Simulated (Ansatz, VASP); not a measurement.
# BAs: VASP beside Ansatz

```
B As
1.0
     0.00000    2.38850    2.38850
     2.38850    0.00000    2.38850
     2.38850    2.38850    0.00000
B As
1 1
Direct
  0.00000 0.00000 0.00000
  0.25000 0.25000 0.25000
```

Alike in both runs: task single point; functional PBEsol; k mesh 6 × 6 × 6; no spin polarisation.

|  | VASP | Ansatz |
| --- | --- | --- |
| version | VASP 6.6.1 | Ansatz 0.2.0 |
| potentials or method | VASP PAW PBE potentials, release 64 (B, As), cutoff 520 eV | plane waves, PAW |
| occupations | gaussian, width 0.01 eV | fixed |
| valence electrons in the cell | 8 | 18 |

VASP gave:

* pressure (GPa): 0.1

Problem. Which values does Ansatz return?

Solution. Pressure (GPa): -0.8.

VASP's potentials were made for PBE, not for PBEsol. VASP's potentials hold 8 valence electrons a cell and Ansatz's 18, so a difference there can come from the potentials and not from the codes.
